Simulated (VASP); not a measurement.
TiH2: relaxation of shape and atoms at fixed volume with PBEsol

TiH2:

```
Ti H
1.0
    -1.56045    1.56045    2.01498
     1.56045   -1.56045    2.01498
     1.56045    1.56045   -2.01498
Ti H
1 2
Direct
  0.00000 0.00000 0.00000
  0.75000 0.25000 0.50000
  0.25000 0.75000 0.50000
```

```
Program                : VASP 6.6.1
Task                   : relaxation of shape and atoms at fixed volume
Functional             : PBEsol
Potentials or basis    : VASP PAW PBE potentials, release 64 (Ti_sv, H)
Cutoff                 : 600 eV
k mesh                 : 18 × 18 × 18
Occupations            : gaussian, width 0.1 eV
Spin                   : no spin polarisation
Dipole correction      : no
Further INCAR settings : ALGO = Normal; EDIFF = 1e-07; IBRION = 2; EDIFFG = -0.01; NSW = 50; ISIF = 4
```

```yaml
Energy_gained_by_relaxing: 0.1 meV/atom
Ionic_steps: 3
Pressure_after_relaxing: 10.5 GPa
Band_gap_on_the_k_mesh: zero (bands 7 and 8 overlap by 0.75 eV)
```

Stress tensor (GPa, compression positive):
```
10.63  0.00  0.00
 0.00 10.63  0.00
 0.00  0.00 10.31
```

Step by step:
| step | energy change (eV) | largest force (eV/Å) | pressure (GPa) | volume (Å³) |
| --- | --- | --- | --- | --- |
| 1 | 0.0000 | 0.0000 | 10.61 | 19.63 |
| 2 | -0.0001 | 0.0000 | 10.58 | 19.63 |
| 3 | -0.0002 | 0.0000 | 10.52 | 19.63 |

Final structure:
```
Ti H
1.0
    -1.56327    1.56327    2.00773
     1.56327   -1.56327    2.00773
     1.56327    1.56327   -2.00773
Ti H
1 2
Cartesian
  0.0000 0.0000 0.0000
  0.0000 1.5633 1.0039
  1.5633 0.0000 1.0039
```

Levels at points of the mesh, in eV from the Fermi level:
```csv
k point,band 3,band 4,band 5,band 6,band 7,band 8,band 9,band 10,band 11
"(0.00, 0.00, 0.00)",-32.95,-32.92,-11.00,-0.43,-0.43,0.07,0.95,1.30,2.03
"(0.50, 0.00, 0.00)",-33.06,-32.97,-7.68,-5.13,-0.58,0.26,2.43,2.83,5.54
"(0.50, 0.50, 0.00)",-33.12,-33.07,-5.96,-5.60,-3.40,2.45,2.69,3.04,7.58
"(0.50, 0.50, 0.50)",-33.19,-33.19,-6.93,-4.16,-3.30,2.75,2.81,2.81,7.35
```

Wall time 3.6 min on 1 thread of Intel Xeon 8259CL (shared host), peak memory 0.26 GiB.

Caveat: the PAW data sets were made with another functional, which shifts forces and pressure a little.
